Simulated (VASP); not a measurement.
# BiTe in VASP: a series of runs, part 2 of 2

VASP 6.6.1.

**4. Single point, PBEsol**

The input, INCAR:

```
SYSTEM = BiTe
  PREC = Accurate
  ENCUT = 500
  EDIFF = 1E-6
  ISMEAR = 0
  SIGMA = 0.0025
  LREAL = .FALSE.
  LASPH = .TRUE.
  NELM = 120
  ALGO = Normal
  ISIF = 2
  LWAVE = .FALSE.
  LCHARG = .FALSE.
  GGA = PS
  NBANDS = 18
  GGA_COMPAT = .FALSE.
```

The input, KPOINTS:

```
regular mesh
0
G
  3 3 3
  0 0 0
```

The input, POSCAR:

```
BiTe
1.0
    2.4227077728      1.3987509848      3.3172919545
   -2.4227077728      1.3987509848      3.3172919545
    0.0000000000     -2.7975019696      3.3172919545
Bi Te
1 1
Direct
    0.5103190324      0.4896809676      0.5000000000
    0.0000000000      0.0000000000      0.0000000000
```

Potentials or basis: VASP PAW PBE potentials, release 64 (Bi_d, Te).

Launch:

```console
> cat potpaw_PBE.64/Bi_d/POTCAR potpaw_PBE.64/Te/POTCAR > POTCAR
> mpirun -np 1 vasp_std > vasp.out
```

OUTCAR:

```text
SYSTEM = BiTe
   PREC = Accurate
   ENCUT = 500
   EDIFF = 1E-6
   ISMEAR = 0
   LREAL = .FALSE.
   LASPH = .TRUE.
   NELM = 120
   ISIF = 2
   GGA = PS

 ion  position               nearest neighbor table
   1  0.510  0.490  0.500-   2 3.22   2 3.22   2 3.25   2 3.25   2 3.29   2 3.29
   2  0.000  0.000  0.000-   1 3.22   1 3.22   1 3.25   1 3.25   1 3.29   1 3.29

  LATTYP: Found a trigonal (rhomboedric) cell.
 ALAT       =     4.3394058558
 COS(alpha) =     0.3765932224

  Lattice vectors:

 A1 = (   2.4227077728,   1.3987509848,   3.3172919545)
 A2 = (  -2.4227077728,   1.3987509848,   3.3172919545)
 A3 = (   0.0000000000,  -2.7975019696,   3.3172919545)

Analysis of symmetry for initial positions (statically):
=====================================================================
 Subroutine PRICEL returns:
 Original cell was already a primitive cell.

 Routine SETGRP: Setting up the symmetry group for a
 trigonal (rhombohedral) supercell.

 Subroutine GETGRP returns: Found  2 space group operations
 (whereof  2 operations were pure point group operations)
 out of a pool of 12 trial point group operations.

[... 144 lines left out ...]

  energy without entropy =       -7.92388404  energy(sigma->0) =       -7.92398745

 E-fermi :   6.6915     XC(G=0):  -9.6385

 val. band max:        6.2760260534   @ k =   0.0000   0.0000   0.3333
 cond. band min:       6.6920908191   @ k =   0.3333  -0.0000   0.0000
 fundamental gap:      0.4160647658
 Fermi energy:         6.6914944670

 k-point     1 :       0.0000    0.0000    0.0000
  band No.  band energies     occupation
      1     -16.6562      2.00000
      2     -16.6557      2.00000
      3     -16.6309      2.00000
      4     -16.6180      2.00000
      5     -16.6005      2.00000
      6      -6.9966      2.00000
[... 187 lines left out ...]
      5     -16.5998      2.00000
      6      -4.6715      2.00000
[... 10 lines left out ...]
     17      15.8499      0.00000
     18      18.0119      0.00000

------------------------ aborting loop because EDIFF is reached ----------------------------------------

  FORCE on cell =-STRESS in cart. coord.  units (eV):
  Direction    XX          YY          ZZ          XY          YZ          ZX
  --------------------------------------------------------------------------------------
  -------------------------------------------------------------------------------------
  Total       -1.3795103     -1.1155061     -0.6580589      0.0000000      0.0315586      0.0000000
  in kB      -32.7686946    -26.4975773    -15.6314391      0.0000000      0.7496382      0.0000000
  external PRESSURE =     -24.9659037 kB  Pullay stress =       0.0000000 kB

 VOLUME and BASIS-vectors are now :
 -----------------------------------------------------------------------------
  energy-cutoff  :      500.00
  volume of cell :       67.45
      direct lattice vectors                 reciprocal lattice vectors
     2.422707773  1.398750985  3.317291954     0.206380648  0.119153923  0.100483568
    -2.422707773  1.398750985  3.317291954    -0.206380648  0.119153923  0.100483568
     0.000000000 -2.797501970  3.317291954     0.000000000 -0.238307845  0.100483568

 POSITION                                       TOTAL-FORCE (eV/Angst)
 -----------------------------------------------------------------------------------
      0.05000      0.00000      4.97594        -0.072233      0.000000     -0.000000
      0.00000      0.00000      0.00000         0.072233     -0.000000      0.000000
 -----------------------------------------------------------------------------------
    total drift:                               -0.000416     -0.000000     -0.000000

  FREE ENERGIE OF THE ION-ELECTRON SYSTEM (eV)
  ---------------------------------------------------
  free  energy   TOTEN  =        -7.9240908679 eV

  energy  without entropy=       -7.9238840374  energy(sigma->0) =       -7.92398745
```

OSZICAR:

```text
N       E                     dE             d eps       ncg     rms          rms(c)
DAV:   1     0.157547384324E+03    0.15755E+03   -0.97963E+03   368   0.111E+03
DAV:   2     0.403578432837E+01   -0.15351E+03   -0.14875E+03   410   0.307E+02
DAV:   3    -0.762434844245E+01   -0.11660E+02   -0.11537E+02   420   0.875E+01
DAV:   4    -0.795602484062E+01   -0.33168E+00   -0.33147E+00   454   0.159E+01
DAV:   5    -0.796834073734E+01   -0.12316E-01   -0.12315E-01   476   0.283E+00    0.616E+00
DAV:   6    -0.792443030226E+01    0.43910E-01   -0.13736E-01   524   0.234E+00    0.377E+00
DAV:   7    -0.792454862678E+01   -0.11832E-03   -0.30387E-02   424   0.986E-01    0.718E-01
DAV:   8    -0.792404816529E+01    0.50046E-03   -0.47477E-03   470   0.477E-01    0.125E-01
DAV:   9    -0.792409357846E+01   -0.45413E-04   -0.45920E-04   404   0.127E-01    0.440E-02
DAV:  10    -0.792409284976E+01    0.72870E-06   -0.22030E-05   466   0.317E-02    0.262E-02
DAV:  11    -0.792409135055E+01    0.14992E-05   -0.93303E-06   480   0.235E-02    0.594E-03
DAV:  12    -0.792409086786E+01    0.48269E-06   -0.13573E-06   270   0.947E-03
   1 F= -.79240909E+01 E0= -.79239875E+01  d E =-.206831E-03
```

stdout:

```text
POSCAR found type information on POSCAR BiTe
 POSCAR found :  2 types and       2 ions
 scaLAPACK will be used
 -----------------------------------------------------------------------------
|                                                                             |
|                                                                             |
|     You enforced a specific xc type in the INCAR file but a different       |
|     I HOPE YOU KNOW WHAT YOU ARE DOING!                                     |
|                                                                             |
 -----------------------------------------------------------------------------

 LDA part: xc-table for (Slater+PW92), standard interpolation
 POSCAR, INCAR and KPOINTS ok, starting setup
 FFT: planning ... GRIDC
 FFT: planning ... GRID_SOFT
 FFT: planning ... GRID
 WAVECAR not read
 entering main loop
```

Run time: 7.9 s. Hardware: 1 thread of Intel Xeon 6975P-C, shared host; peak memory 0.18 GiB.

What came out:

- Free energy: -7.9241 eV
- Pressure: -2.5 GPa
- Largest force: 0.072 eV/Å

Forces on the atoms (eV/Å):
```
Bi  -0.072  0.000  0.000
Te   0.072  0.000  0.000
```

Stress tensor (GPa, compression positive):
```
-3.28  0.00  0.00
 0.00 -2.65  0.07
 0.00  0.07 -1.56
```

Caveat: the k points lie up to 0.54 Å⁻¹ apart; the PAW data sets were made with another functional, which shifts forces and pressure a little; spin-orbit coupling is left out, which moves the levels of the heavy elements.

**5. Overview**

```csv
level,k mesh,smearing,gap on the mesh (eV),pressure (GPa)
PBE,2 × 2 × 2,gaussian 0.1 eV,none,3.5
PBE,"3 × 3 × 3, shifted",gaussian 0.1 eV,none,-0.3
PBEsol,3 × 3 × 3,gaussian 0.0025 eV,none,-2.5
```

Some of these runs hold the atoms at other places in the same cell, which the table doesn't show; runs alike in all that it shows share one row.

Alike in all rows: task single point; potentials or basis VASP PAW PBE potentials, release 64 (Bi_d, Te); no spin polarisation; cell as given; cutoff (eV) 500.

Caveats: all runs use coarse meshes; spin-orbit coupling is left out, which moves the levels of the heavy elements; the PAW data sets were made with another functional, which shifts forces and pressure a little (some runs).

Total energies depend on the potentials used, so only differences within one code and one set of settings carry meaning.
